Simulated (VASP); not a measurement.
A run of VASP 6.6.1 is set up as follows.

The input INCAR:

```
  PREC = Accurate
  ENCUT = 520
  EDIFF = 1E-7
  ISMEAR = 0
  SIGMA = 0.1
  LREAL = F
  LASPH = T
  NELM = 100
  ALGO = Normal
  ISIF = 2
  LWAVE = F
  LCHARG = F
  GGA = PE
  NBANDS = 38
```

The input KPOINTS:

```
Automatic mesh
0
Gamma
  4 4 2
```

File POSCAR:

```
Y3AlN4
1.0
    3.4272552323      0.0432142507     -0.0002374468
    0.0617299565      4.9475784594     -0.0006299609
    0.0011247256      0.0012593308      6.6951283188
Y Al N
3 1 4
Direct
    0.5020489441      0.4863129073      0.2446474669
    0.0332384769     -0.0100069630      0.4999984865
    0.5020209525      0.4862980544      0.7553462477
   -0.1758361471     -0.0631419660     -0.0000118035
    0.0220495541      0.5037043093      0.5000076635
    0.5623402421      0.0135004204      0.7558273940
   -0.0082722249      0.5698208532      0.0000033157
    0.5624102024      0.0135123845      0.2441812294
```

Potentials or basis: VASP PAW PBE potentials, release 64 (Y_sv, Al, N).

Command:

```bash
$ cat potpaw_PBE.64/Y_sv/POTCAR potpaw_PBE.64/Al/POTCAR potpaw_PBE.64/N/POTCAR > POTCAR
$ mpirun -np 1 vasp_std > vasp.out
```

(1) Predict the largest force.

(2) Estimate the band gap on the k mesh.

(3) What does it give for the pressure?

Answers

(1) 0.016 eV/Å.

(2) 0.98 eV, direct.

(3) -0.2 GPa.

Caveat: the k points lie up to 0.47 Å⁻¹ apart.
